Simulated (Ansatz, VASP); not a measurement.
AlN: VASP beside Ansatz

Contents of INCAR:

```
SYSTEM = AlN
PREC     = Accurate       ! precision mode
ENCUT    = 520            ! plane-wave cutoff, eV
EDIFF    = 1E-6           ! SCF threshold, eV
ISMEAR   = 0              ! smearing method
SIGMA    = 0.05           ! smearing width, eV
LREAL    = .False.        ! projectors in reciprocal space
LASPH    = .True.         ! aspherical terms in the spheres
NELM     = 80             ! most SCF steps
ALGO     = Normal         ! electronic algorithm
ISIF     = 2              ! what is computed and relaxed
LWAVE    = .False.        ! write WAVECAR
LCHARG   = .False.        ! write CHGCAR
GGA      = PE             ! functional
IBRION   = 2              ! ionic algorithm
NSW      = 50             ! ionic steps
EDIFFG   = -0.01          ! ionic threshold
```

Contents of KPOINTS:

```
regular mesh
0
Gamma
  9 9 6
  0 0 0
```

POSCAR

```
AlN
1.0
    3.1298889828      0.0000000000      0.0000000000
   -1.5649444914      2.7105633702      0.0000000000
    0.0000000000      0.0000000000      5.4183000000
Al N
2 2
Direct
    0.3333333333      0.6666666667      0.0017290859
    0.6666666667      0.3333333333      0.5017290859
    0.3333333333      0.6666666667      0.3832709141
    0.6666666667      0.3333333333      0.8832709141
```

Input for Ansatz:

```yaml
crystal:
  lattice:
    - [3.1298889828, 0.0, 0.0]
    - [-1.5649444914, 2.7105633702, 0.0]
    - [0.0, 0.0, 5.4183]
  atoms:
    - { symbol: Al, position: [0.3333333333, 0.6666666667, 0.0017290859] }
    - { symbol: Al, position: [0.6666666667, 0.3333333333, 0.5017290859] }
    - { symbol: "N", position: [0.3333333333, 0.6666666667, 0.3832709141] }
    - { symbol: "N", position: [0.6666666667, 0.3333333333, 0.8832709141] }
basis:
  ecutwfc: 520.0
kpoints:
  mp_grid: { grid: [9, 9, 6] }
hamiltonian:
  xc: pbe
  pseudopotentials: { kind: paw, azcp: { folder: soft_1 } }
scf:
  occupations: { method: gaussian, width: 0.05 }
output:
  forces: true
  stress: true
  eigenvalues: true
relax:
  adjacent_minimum: "off"
  f_tol: 0.01
  max_steps: 30
```

Alike in both runs: task relaxation of the atoms; functional PBE; k mesh 9 × 9 × 6; occupations gaussian, width 0.05 eV; no spin polarisation.

|  | VASP | Ansatz |
| --- | --- | --- |
| version | VASP 6.6.1 | Ansatz 0.2.0 |
| potentials or method | VASP PAW PBE potentials, release 64 (Al, N), cutoff 520 eV | scalar-relativistic, plane waves, PAW |
| valence electrons in the cell | 16 | 16 |

```csv
,VASP,Ansatz,Ansatz less VASP
"gap on the k mesh at the Fermi level, each at its own relaxed structure (eV)",3.22,3.22,-0.001
```

Ansatz's warnings: stress scf threshold loose.
